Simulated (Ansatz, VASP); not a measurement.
## CoO in VASP and in Ansatz

```
Co O
1.0
     1.50547    0.86918    2.43993
    -1.50547    0.86918    2.43993
     0.00000   -1.73837    2.43993
Co O
1 1
Cartesian
  0.0000 0.0000 0.0000
  0.0000 0.0000 3.6599
```

Alike in both runs: task single point; functional PBE; k mesh 12 × 12 × 12; occupations gaussian, width 0.02 eV; no spin polarisation; Hubbard terms Co d U = 3.32 eV.

```csv
,VASP,Ansatz
version,VASP 6.6.1,Ansatz 0.2.0
potentials or method,"VASP PAW PBE potentials, release 64 (Co, O), cutoff 520 eV","scalar-relativistic, plane waves, PAW"
valence electrons in the cell,15,23
```

```csv
,VASP,Ansatz,Ansatz less VASP
gap on the k mesh at the Fermi level (eV),none,none,-
pressure (GPa),-18.8,-17.4,+1.49
"traceless stress, the component that is largest in VASP (GPa)",0.80,0.79,-0.010
```

The programs project onto different local orbitals, so the same U acts differently, and such runs can settle in different states. A gap of «none» marks a metal or a gap that the smearing closes. VASP's potentials hold 15 valence electrons a cell and Ansatz's 23, so a difference there can come from the potentials and not from the codes. Ansatz's warnings: filled band counts differ across k points.
